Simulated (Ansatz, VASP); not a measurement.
Given: the input of a run of Ansatz 0.2.0 on Cd2S.

File input.yaml:

```yaml
crystal:
  lattice:
    - [3.962670049, 0.0, 0.0]
    - [-1.9813350245, 3.4317729293, 0.0]
    - [0.0, 0.0, 5.809192]
  atoms:
    - { symbol: Cd, position: [0.3333333333, 0.6666666667, 0.932717] }
    - { symbol: Cd, position: [0.6666666667, 0.3333333333, 0.578735] }
    - { symbol: S, position: [0.3333333333, 0.6666666667, 0.365705] }
hamiltonian:
  xc: { exchange: pbe, correlation: pbe, exx: { coeff: 0.25, omega: 0.2 } }
  pseudopotentials: { kind: paw }
kpoints:
  mp_grid: { grid: [4, 4, 3] }
scf:
  occupations: { method: fermi_dirac, width: 0.05 }
output:
  forces: true
  stress: true
  eigenvalues: true
```

Potentials or basis: Ansatz PAW.

Run with:

```bash
$ ansatz run input.yaml --threads 2 --pin off --max-ram 5632MiB --backend cpu --events-out ev --progress --plain --runs-dir out
```

Problem. Set up the same calculation for VASP 6.6.1. Potentials there: VASP PAW PBE potentials, release 64 (Cd, S).

Solution. As run (the cutoff follows the program's own potentials):

POSCAR

```
Cd2S
1.0
    3.9626700490      0.0000000000      0.0000000000
   -1.9813350245      3.4317729293      0.0000000000
    0.0000000000      0.0000000000      5.8091920000
Cd S
2 1
Direct
    0.3333333333      0.6666666667      0.9327170000
    0.6666666667      0.3333333333      0.5787350000
    0.3333333333      0.6666666667      0.3657050000
```

The input INCAR.step1:

```
ALGO = Normal
EDIFF = 1E-5
ENCUT = 520
GGA = PE
ISIF = 2
ISMEAR = -1
LASPH = True
LREAL = False
LWAVE = True
NBANDS = 22
NELM = 80
PREC = Accurate
SIGMA = 0.05
```

INCAR.step2

```
AEXX = 0.25
ALGO = Normal
EDIFF = 1E-6
ENCUT = 520
GGA = PE
HFSCREEN = 0.2
ISIF = 2
ISMEAR = -1
ISTART = 1
LASPH = True
LCHARG = True
LELF = True
LHFCALC = True
LREAL = False
LVHAR = True
LWAVE = False
NBANDS = 22
NELM = 80
PREC = Accurate
PRECFOCK = Normal
SIGMA = 0.05
```

The input KPOINTS:

```
k-points
0
Gamma
  4 4 3
```

Potentials or basis: VASP PAW PBE potentials, release 64 (Cd, S).

Command:

```console
$ cat potpaw_PBE.64/Cd/POTCAR potpaw_PBE.64/S/POTCAR > POTCAR
$ cp INCAR.step1 INCAR
$ mpirun -np 1 vasp_std > vasp.out
$ cp INCAR.step2 INCAR
$ mpirun -np 1 vasp_std > vasp.out
```

Both were run:

|  | VASP | Ansatz | Ansatz less VASP |
| --- | --- | --- | --- |
| gap on the k mesh at the Fermi level (eV) | 1.12 | 1.12 | -0.001 |
| least direct gap on the mesh (eV) | 1.83 | 1.82 | -0.007 |
| pressure (GPa) | -1.2 | -1.4 | -0.22 |
| rms of the force components (eV/Å) | 0.095 | 0.104 | +0.0088 |

VASP's potentials were made for PBE, not for PBE-based screened hybrid. Atom by atom the forces differ by 0.009 eV/Å (rms over components). With one functional, cell and mesh, what is left measures potentials, basis and numerics. VASP's potentials hold 30 valence electrons a cell and Ansatz's 46, so a difference there can come from the potentials and not from the codes.

The k mesh is coarse, so the values compare programs but aren't converged. Noted on Ansatz's run: odd divisions of the mesh miss points on the zone boundary, where band edges often lie, so the gap on the mesh can be too wide.
